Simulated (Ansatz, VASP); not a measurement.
**Two plane-wave programs on LiNbO3**

```xyz
10
Lattice="2.5923 1.4966 4.3075 -2.5923 1.4966 4.3075 0.0000 -2.9933 4.3075" Properties=species:S:1:pos:R:3 pbc="T T T"
Li    0.0000    0.0000    3.6388
Li    0.0000    0.0000   10.1001
Nb    0.0000    0.0000    0.0063
Nb    0.0000    0.0000    6.4675
O    -0.6418   -1.4573    5.1241
O     1.5829    0.1729    5.1241
O    -0.9412    1.2844    5.1241
O    -1.6511   -0.2122    7.2779
O     0.6418    1.5360    7.2779
O     1.0093   -1.3238    7.2779
```

Alike in both runs: task single point; functional PBE; k mesh 6 × 6 × 6; occupations gaussian, width 0.05 eV; no spin polarisation.

|  | VASP | Ansatz |
| --- | --- | --- |
| version | VASP 6.6.1 | Ansatz 0.2.0 |
| potentials or method | VASP PAW PBE potentials, release 64 (Li_sv, Nb_sv, O), cutoff 520 eV | scalar-relativistic, plane waves, PAW |
| valence electrons in the cell | 68 | 68 |

Ansatz gave:

* gap on the k mesh at the Fermi level (eV): 3.82
* least direct gap on the mesh (eV): 3.88
* rms of the force components (eV/Å): 0.404

Question: Which values does VASP return?

Answer: gap on the k mesh at the Fermi level (eV): 3.81; least direct gap on the mesh (eV): 3.86; rms of the force components (eV/Å): 0.407.

Atom by atom the forces differ by 0.016 eV/Å (rms over components).

Noted on VASP's run: the cutoff is short for stress, so the pressure is rough.
